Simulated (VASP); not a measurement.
# Gd (Im-3m) in VASP: a series of runs

Gd is run at these levels: PBE; tasks: single point.

Everything below comes from runs of VASP 6.6.1. Logs are shortened: lines on timing, memory, paths and dates and some standing lists are left out, and cuts for length are marked.

### 1 The cell of the first run

Symmetry: Im-3m, No. 229, cubic system. Conventional cell: a = 4.050 Å, b = 4.050 Å, c = 4.050 Å, α = 90.00°, β = 90.00°, γ = 90.00°. Within 4.6 Å of Gd (site symmetry m-3m) lie 14 Gd at 3.51 to 4.05 Å.

This isn't the form of Gd at room conditions, which is hcp.

### 2 Single point, PBE, collinear spin, antiferromagnetic start

File INCAR:

```
PREC = Accurate
ENCUT = 520
EDIFF = 1E-6
ISMEAR = -1
SIGMA = 0.05
LREAL = F
LASPH = T
NELM = 150
ALGO = Normal
ISIF = 2
LWAVE = F
LCHARG = F
ISPIN = 2
MAGMOM = 7 -7
LORBIT = 11
LMAXMIX = 6
GGA = PE
NBANDS = 29
```

File KPOINTS:

```
regular mesh
0
Gamma
  8 8 5
```

File POSCAR:

```
Gd
1.0
   -2.0250000000      2.0250000000      2.0250000000
    2.0250000000     -2.0250000000      2.0250000000
    4.0500000000      4.0500000000      0.0000000000
Gd
2
Direct
    0.0000000000      0.0000000000      0.0000000000
    0.5000000000      0.5000000000      0.5000000000
```

Potentials or basis: VASP PAW PBE potentials, release 64 (Gd).

Launch:

```
> cat potpaw_PBE.64/Gd/POTCAR > POTCAR
> mpirun -np 1 vasp_std > vasp.out
```

OUTCAR:

```text
PREC = Accurate
   ENCUT = 520
   EDIFF = 1E-6
   ISMEAR = -1
   LREAL = F
   LASPH = T
   NELM = 150
   ISIF = 2
   ISPIN = 2
   LORBIT = 11
   GGA = PE

 ion  position               nearest neighbor table
   1  0.000  0.000  0.000-   2 3.51   2 3.51   2 3.51   2 3.51
   2  0.500  0.500  0.500-   1 3.51   1 3.51   1 3.51   1 3.51

  LATTYP: Found a base centered orthorhombic cell.
 ALAT       =     4.0500000000
 B/A-ratio  =     1.4142135624
 C/A-ratio  =     1.4142135624

  Lattice vectors:

 A1 = (  -2.0250000000,   2.0250000000,   2.0250000000)
 A2 = (   2.0250000000,  -2.0250000000,   2.0250000000)
 A3 = (   4.0500000000,   4.0500000000,   0.0000000000)

Analysis of symmetry for initial positions (statically):
=====================================================================
 Subroutine PRICEL returns following result:

  LATTYP: Found a body centered cubic cell.
 ALAT       =     4.0500000000

  Lattice vectors:

 A1 = (  -2.0250000000,   2.0250000000,  -2.0250000000)
 A2 = (  -2.0250000000,  -2.0250000000,   2.0250000000)
 A3 = (   2.0250000000,   2.0250000000,   2.0250000000)

   2 primitive cells build up your supercell.

 Routine SETGRP: Setting up the symmetry group for a
 base centered orthorhombic supercell.

 Subroutine GETGRP returns: Found  8 space group operations
 (whereof  8 operations were pure point group operations)
 out of a pool of  8 trial point group operations.

The static configuration has the point symmetry D_2h.

Analysis of symmetry for dynamics (positions and initial velocities):
=====================================================================
 Subroutine PRICEL returns following result:

  LATTYP: Found a body centered cubic cell.
 ALAT       =     4.0500000000

  Lattice vectors:

 A1 = (  -2.0250000000,   2.0250000000,  -2.0250000000)
 A2 = (  -2.0250000000,  -2.0250000000,   2.0250000000)
 A3 = (   2.0250000000,   2.0250000000,   2.0250000000)

   2 primitive cells build up your supercell.

 Routine SETGRP: Setting up the symmetry group for a
 base centered orthorhombic supercell.

 Subroutine GETGRP returns: Found  8 space group operations
 (whereof  8 operations were pure point group operations)
 out of a pool of  8 trial point group operations.

The dynamic configuration has the point symmetry D_2h.

Analysis of structural, dynamic, and magnetic symmetry:
=====================================================================
 Subroutine PRICEL returns following result:

  LATTYP: Found a body centered cubic cell.
 ALAT       =     4.0500000000

  Lattice vectors:

 A1 = (  -2.0250000000,   2.0250000000,  -2.0250000000)
 A2 = (  -2.0250000000,  -2.0250000000,   2.0250000000)
 A3 = (   2.0250000000,   2.0250000000,   2.0250000000)

   2 primitive cells build up your supercell.

 Routine SETGRP: Setting up the symmetry group for a
 base centered orthorhombic supercell.

 Subroutine GETGRP returns: Found  8 space group operations
 (whereof  8 operations were pure point group operations)
 out of a pool of  8 trial point group operations.

The overall configuration has the point symmetry D_2h.

 Subroutine INISYM returns: Found  8 space group operations
 (whereof  8 operations are pure point group operations),
 and found     2 'primitive' translations

----------------------------------------------------------------------------------------

                                     Primitive cell

  volume of cell :      33.2151

  direct lattice vectors                    reciprocal lattice vectors
    -2.025000000  2.025000000 -2.025000000    -0.246913580  0.246913580  0.000000000
    -2.025000000 -2.025000000  2.025000000    -0.246913580  0.000000000  0.246913580
     2.025000000  2.025000000  2.025000000     0.000000000  0.246913580  0.246913580

  length of vectors
     3.507402885  3.507402885  3.507402885     0.349188534  0.349188534  0.349188534

  position of ions in fractional coordinates (direct lattice)
     0.000000000  0.000000000  0.000000000

  ion indices of the primitive-cell ions
   primitive index   ion index
                 1           1

----------------------------------------------------------------------------------------

 KPOINTS: regular mesh

Automatic generation of k-mesh.
 Grid dimensions read from file:
 generate k-points for:    8    8    5

 Generating k-lattice:

  Cartesian coordinates                     Fractional coordinates (reciprocal lattice)
    -0.015432099  0.015432099  0.030864198     0.125000000  0.000000000  0.000000000
     0.015432099 -0.015432099  0.030864198     0.000000000  0.125000000  0.000000000
     0.024691358  0.024691358  0.000000000     0.000000000  0.000000000  0.200000000

  Length of vectors
     0.037800768  0.037800768  0.034918853

  Shift w.r.t. Gamma in fractional coordinates (k-lattice)
     0.000000000  0.000000000  0.000000000

 Subroutine IBZKPT returns following result:
 ===========================================

 Found     63 irreducible k-points:

 Following reciprocal coordinates:
            Coordinates               Weight
  0.000000  0.000000  0.000000      1.000000
  0.125000  0.000000  0.000000      4.000000
  0.250000  0.000000  0.000000      4.000000
  0.375000  0.000000  0.000000      4.000000
  0.500000  0.000000  0.000000      2.000000
  0.125000  0.125000  0.000000      2.000000
[... 16 lines left out ...]
  0.125000 -0.000000  0.200000      8.000000
  0.250000 -0.000000  0.200000      8.000000
 [... further k-points ...]
   k-points           NKPTS =     63   k-points in BZ     NKDIM =     63   number of bands    NBANDS=     29
   number of dos      NEDOS =    301   number of ions     NIONS =      2
   total plane-waves  NPLWV =  37632
   dimension x,y,z NGX =    28 NGY =   28 NGZ =   48
   dimension x,y,z NGXF=    56 NGYF=   56 NGZF=   96
   ions per type =               2
   NGX,Y,Z   is equivalent  to a cutoff of  13.27, 13.27, 13.93 a.u.
   NGXF,Y,Z  is equivalent  to a cutoff of  26.54, 26.54, 27.86 a.u.
 SYSTEM =  unknown system
   PREC   = accura    normal or accurate (medium, high low for compatibility)
   ISTART =      0    job   : 0-new  1-cont  2-samecut
   ICHARG =      2    charge: 1-file 2-atom 10-const
   ISPIN  =      2    spin polarized calculation?
   LNONCOLLINEAR =      F non collinear calculations
   LSORBIT =      F    spin-orbit coupling
   LASPH  =      T    aspherical Exc in radial PAW
   ENCUT  =  520.0 eV  38.22 Ry    6.18 a.u.   6.52  6.52 10.65*2*pi/ulx,y,z
   NELM   =    150;   NELMIN=  2; NELMDL= -5     # of ELM steps
   EDIFF  = 0.1E-05   stopping-criterion for ELM
   LREAL  =      F    real-space projection
   EDIFFG = 0.1E-04   stopping-criterion for IOM
   NSW    =      0    number of steps for IOM
   IBRION =     -1    ionic relax: 0-MD 1-quasi-New 2-CG
   NFREE  =      0    steps in history (QN), initial steepest desc. (CG)
   ISIF   =      2    stress and relaxation
   ISYM   =      2    0-nonsym 1-usesym 2-fastsym
   POTIM  = 0.5000    time-step for ionic-motion
   TEBEG  =    0.0;   TEEND  =   0.0 temperature during run
   PSTRESS=    0.0 pullay stress
   NELECT =      36.0000    total number of electrons
   NUPDOWN=      -1.0000    fix difference up-down
   EMIN   =  10.00;   EMAX   =-10.00  energy-range for DOS
   EFERMI =   0.00;   METHOD = LEGACY
   ISMEAR =    -1;   SIGMA  =   0.05  broadening in eV -4-tet -1-fermi 0-gaus
   EFERMI_NEDOS =   21; number of points for ismear=-14 and -15
   IALGO  =     38    algorithm
   IMIX   =      4    mixing-type and parameters
     AMIX     =   0.40;   BMIX     =  1.00
     AMIX_MAG =   1.60;   BMIX_MAG =  1.00
  volume/ion in A,a.u.               =      33.22       224.15
  Fermi-wavevector in a.u.,A,eV,Ry     =   1.334711  2.522238 24.238153  1.781454
  Thomas-Fermi vector in A             =   2.463472
   LORBIT       =     11    0 simple, 1 ext, 2 COOP (PROOUT), +10 PAW based schemes
   GGA     = PE    functional components
   LHFCALC =     F    Hartree Fock is set to
   AEXX    =    0.0000 exact exchange contribution
   IVDW    =     0    specifies the selected vdW correction
   LEPSILON=     F    determine dielectric tensor
   LRPA    =     F    only Hartree local field effects (RPA)
 spin polarized calculation
  energy-cutoff  :      520.00
  volume of cell :       66.43
 maximum number of plane-waves:      1821
 NGX is ok and might be reduce to    28
   NGX = 13   NGY = 13   NGZ = 21

 number of electron      35.9999992 magnetization       0.0000000

 number of electron      35.9999992 magnetization      -0.0000000

 Free energy of the ion-electron system (eV)
  ---------------------------------------------------
  ext. energy  EPLUGINS =         0.00000000
  ---------------------------------------------------
  free energy    TOTEN  =       -23.20768645 eV

  energy without entropy =      -23.15185844  energy(sigma->0) =      -23.17977245

 E-fermi :   3.0120     XC(G=0):  -9.9510

 val. band max:        3.0097464855   @ k =   0.2500   0.1250   0.0000
 cond. band min:       3.0181478073   @ k =   0.2500   0.1250   0.4000
 fundamental gap:      0.0084013218
 Fermi energy:         3.0119714207

 spin component 1

 k-point     1 :       0.0000    0.0000    0.0000
  band No.  band energies     occupation
      1     -42.2008      1.00000
      2     -38.9913      1.00000
      3     -19.6722      1.00000
      4     -19.4057      1.00000
      5     -19.2920      1.00000
      6     -17.2843      1.00000
[... 21 lines left out ...]
     28       4.8741      0.00000
     29       5.1041      0.00000

 k-point     2 :       0.1250    0.0000    0.0000
  band No.  band energies     occupation
      1     -42.1958      1.00000
      2     -38.9853      1.00000
      3     -19.6558      1.00000
      4     -19.4540      1.00000
      5     -19.3239      1.00000
      6     -17.2832      1.00000
[... 21 lines left out ...]
     28       4.8078      0.00000
     29       5.3604      0.00000

 k-point     3 :       0.2500    0.0000    0.0000
  band No.  band energies     occupation
      1     -42.1839      1.00000
      2     -38.9708      1.00000
      3     -19.6174      1.00000
      4     -19.6155      1.00000
      5     -19.3491      1.00000
      6     -17.3036      1.00000
[... 638 lines left out ...]
      5     -19.3237      1.00000
      6     -17.3057      1.00000
[... 21 lines left out ...]
     28       4.8506      0.00000
     29       5.5498      0.00000

 k-point    24 :       0.2500   -0.0000    0.2000
  band No.  band energies     occupation
      1     -42.1838      1.00000
      2     -38.9709      1.00000
      3     -19.6277      1.00000
      4     -19.6047      1.00000
      5     -19.3493      1.00000
      6     -17.3107      1.00000
[... 21 lines left out ...]
     28       4.4775      0.00000
     29       6.3085      0.00000

 [... further k-points ...]

 spin component 2

 k-point     1 :       0.0000    0.0000    0.0000
  band No.  band energies     occupation
      1     -42.2008      1.00000
      2     -38.9913      1.00000
      3     -19.6722      1.00000
      4     -19.4057      1.00000
      5     -19.2920      1.00000
      6     -17.2843      1.00000
[... 21 lines left out ...]
     28       4.8741      0.00000
     29       5.1041      0.00000

 k-point     2 :       0.1250    0.0000    0.0000
  band No.  band energies     occupation
      1     -42.1958      1.00000
      2     -38.9853      1.00000
      3     -19.6558      1.00000
      4     -19.4540      1.00000
      5     -19.3239      1.00000
      6     -17.2832      1.00000
[... 21 lines left out ...]
     28       4.8078      0.00000
     29       5.3604      0.00000

 k-point     3 :       0.2500    0.0000    0.0000
  band No.  band energies     occupation
      1     -42.1839      1.00000
      2     -38.9708      1.00000
      3     -19.6174      1.00000
      4     -19.6155      1.00000
      5     -19.3491      1.00000
      6     -17.3036      1.00000
[... 638 lines left out ...]
      5     -19.3237      1.00000
      6     -17.3057      1.00000
[... 21 lines left out ...]
     28       4.8506      0.00000
     29       5.5498      0.00000

 k-point    24 :       0.2500   -0.0000    0.2000
  band No.  band energies     occupation
      1     -42.1838      1.00000
      2     -38.9709      1.00000
      3     -19.6277      1.00000
      4     -19.6047      1.00000
      5     -19.3493      1.00000
      6     -17.3107      1.00000
[... 21 lines left out ...]
     28       4.4775      0.00000
     29       6.3086      0.00000

 [... further k-points ...]
[... 5 lines left out ...]
  --------------------------------------------------------------------------------------
  -------------------------------------------------------------------------------------
  Total        0.1148687      0.1148687     -0.2958000     -0.0291939     -0.0000000      0.0000000
  in kB        2.7704295      2.7704295     -7.1341738     -0.7041055     -0.0000000      0.0000000
  external PRESSURE =      -0.5311050 kB  Pullay stress =       0.0000000 kB

 VOLUME and BASIS-vectors are now :
 -----------------------------------------------------------------------------
  energy-cutoff  :      520.00
  volume of cell :       66.43
      direct lattice vectors                 reciprocal lattice vectors
    -2.025000000  2.025000000  2.025000000    -0.123456790  0.123456790  0.246913580
     2.025000000 -2.025000000  2.025000000     0.123456790 -0.123456790  0.246913580
     4.050000000  4.050000000  0.000000000     0.123456790  0.123456790  0.000000000

 POSITION                                       TOTAL-FORCE (eV/Angst)
 -----------------------------------------------------------------------------------
      0.00000      0.00000      0.00000        -0.000000     -0.000000      0.000000
      2.02500      2.02500      2.02500         0.000000      0.000000     -0.000000
 -----------------------------------------------------------------------------------
    total drift:                                0.000000      0.000000      0.000000

  FREE ENERGIE OF THE ION-ELECTRON SYSTEM (eV)
  ---------------------------------------------------
  free  energy   TOTEN  =       -23.2076864549 eV

  energy  without entropy=      -23.1518584435  energy(sigma->0) =      -23.17977245

 total charge

# of ion       s       p       d       f       tot
--------------------------------------------------
    1        2.072   5.562   0.569   7.012  15.214
    2        2.072   5.562   0.569   7.012  15.214
--------------------------------------------------
tot          4.145  11.123   1.138  14.023  30.429

 magnetization (x)

# of ion       s       p       d       f       tot
--------------------------------------------------
    1        0.009  -0.071   0.208   6.781   6.927
    2       -0.009   0.071  -0.208  -6.781  -6.927
--------------------------------------------------
tot          0.000   0.000   0.000   0.000   0.000
```

Run time: 10 min. Hardware: 1 thread of Intel Xeon Platinum 8559C (Emerald Rapids), shared host; peak memory 0.35 GiB.

Results:

```
Free energy                                           : -23.2077 eV
Pressure                                              : -0.1 GPa
Band gap on the k mesh                                : zero (filled and empty bands overlap)
Net moment                                            : 0.00 μB per cell
Site moments                                          : Gd +6.93, -6.93 μB
Valence electrons inside the program's atomic spheres : Gd 15.21
```

Stress tensor (GPa, compression positive):
```
 0.28 -0.07  0.00
-0.07  0.28  0.00
 0.00  0.00 -0.71
```

Caveat: the antiferromagnetic order is the one typed at the start, and another may lie lower; spin-orbit coupling is left out, which moves the levels of the heavy elements; semilocal functionals describe open f shells poorly, which spoils levels, moments and volumes.

### 3 Single point, PBE, collinear spin, antiferromagnetic start

File INCAR:

```
SYSTEM = Gd
ALGO = Normal
EDIFF = 1E-7
ENCUT = 520
GGA = PE
ISIF = 2
ISMEAR = -1
ISPIN = 2
LASPH = .True.
LCHARG = .False.
LMAXMIX = 6
LORBIT = 11
LREAL = .False.
LWAVE = .False.
MAGMOM = 7.2 -7.2
NBANDS = 29
NELM = 150
PREC = Accurate
SIGMA = 0.05
```

File KPOINTS:

```
k-points
0
Gamma
  8 8 5
  0 0 0
```

POSCAR is that of step 2.

Potentials or basis: VASP PAW PBE potentials, release 64 (Gd).

Launch:

```
> cat potpaw_PBE.64/Gd/POTCAR > POTCAR
> mpirun -np 1 vasp_std > vasp.out
```

Run time: 12 min. Hardware: 1 thread of Intel Xeon Platinum 8559C (Emerald Rapids), shared host; peak memory 0.36 GiB.

Results (log left out):

```
Free energy                                           : -23.2077 eV
Pressure                                              : 0.0 GPa
Band gap on the k mesh                                : zero (filled and empty bands overlap)
Net moment                                            : 0.00 μB per cell
Site moments                                          : Gd +6.93, -6.93 μB
Valence electrons inside the program's atomic spheres : Gd 15.21
```

Stress tensor (GPa, compression positive):
```
 0.28 -0.06  0.00
-0.06  0.28  0.00
 0.00  0.00 -0.66
```

Levels at points of the mesh, in eV from the Fermi level:
Spin up:
```
           k point  band 16  band 17  band 18  band 19  band 20  band 21
(0.00, 0.00, 0.00)    -4.65    -2.01     0.02     0.48     0.49     0.55
(0.50, 0.00, 0.00)    -1.61    -0.98    -0.32     0.18     0.26     0.57
(0.50, 0.50, 0.00)    -2.12    -1.59    -1.50     0.16     0.53     0.54
```
Spin down:
| k point | band 15 | band 16 | band 17 | band 18 | band 19 | band 20 | band 21 | band 22 |
| --- | --- | --- | --- | --- | --- | --- | --- | --- |
| (0.00, 0.00, 0.00) | -4.65 | -4.65 | -2.01 | 0.02 | 0.48 | 0.49 | 0.55 | 0.69 |
| (0.50, 0.00, 0.00) | -4.65 | -1.61 | -0.98 | -0.32 | 0.18 | 0.26 | 0.57 | 0.60 |
| (0.50, 0.50, 0.00) | -4.64 | -2.12 | -1.59 | -1.50 | 0.16 | 0.53 | 0.54 | 0.56 |

Caveat: the antiferromagnetic order is the one typed at the start, and another may lie lower; spin-orbit coupling is left out, which moves the levels of the heavy elements; semilocal functionals describe open f shells poorly, which spoils levels, moments and volumes. The state reached can hang on the start; a lower one may exist.
